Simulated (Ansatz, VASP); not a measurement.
## KTaO3: VASP beside Ansatz

Contents of INCAR:

```
SYSTEM = KTaO3
ALGO = Normal ; EDIFF = 1E-6
ENCUT = 520 ; GGA = PE
ISIF = 2 ; ISMEAR = 0
LASPH = .TRUE. ; LCHARG = .FALSE.
LREAL = .FALSE. ; LWAVE = .FALSE.
NBANDS = 27 ; NELM = 100
PREC = Accurate ; SIGMA = 0.05
```

Contents of KPOINTS:

```
k-points
0
G
  8 8 8
  0 0 0
```

File POSCAR:

```
KTaO3
1.0
    4.2103174618      0.0000000000      0.0000000000
    0.0000000000      4.2103174618      0.0000000000
    0.0000000000      0.0000000000      3.5787698425
K Ta O
1 1 3
Direct
    0.5000000000      0.5000000000      0.5000000000
    0.0000000000      0.0000000000      0.0000000000
    0.5000000000      0.0000000000      0.0000000000
    0.0000000000      0.5000000000      0.0000000000
    0.0000000000      0.0000000000      0.5000000000
```

Input for Ansatz:

```yaml
crystal:
  lattice:
    - [4.2103174618, 0.0, 0.0]
    - [0.0, 4.2103174618, 0.0]
    - [0.0, 0.0, 3.5787698425]
  atoms:
    - { symbol: K, position: [0.5, 0.5, 0.5] }
    - { symbol: Ta, position: [0.0, 0.0, 0.0] }
    - { symbol: O, position: [0.5, 0.0, 0.0] }
    - { symbol: O, position: [0.0, 0.5, 0.0] }
    - { symbol: O, position: [0.0, 0.0, 0.5] }
basis:
  ecutwfc: 420
kpoints:
  mp_grid: { grid: [8, 8, 8] }
hamiltonian:
  xc: pbe
scf:
  occupations: { method: gaussian, width: 0.05 }
output:
  forces: true
  stress: true
  eigenvalues: true
```

Alike in both runs: task single point; functional PBE; k mesh 8 × 8 × 8; occupations gaussian, width 0.05 eV; no spin polarisation.

|  | VASP | Ansatz |
| --- | --- | --- |
| version | VASP 6.6.1 | Ansatz 0.2.0 |
| potentials or method | VASP PAW PBE potentials, release 64 (K_sv, Ta_pv, O), cutoff 520 eV | scalar-relativistic, plane waves, PAW |
| valence electrons in the cell | 38 | 40 |

```tsv
	VASP	Ansatz	Ansatz less VASP
gap on the k mesh at the Fermi level (eV)	1.84	1.89	+0.043
least direct gap on the mesh (eV)	2.25	2.31	+0.054
pressure (GPa)	17.2	16.3	-0.86
traceless stress, the component that is largest in VASP (GPa)	55.00	54.20	-0.804
```

VASP's potentials hold 38 valence electrons a cell and Ansatz's 40, so a difference there can come from the potentials and not from the codes.

Neither program's run includes spin-orbit coupling.
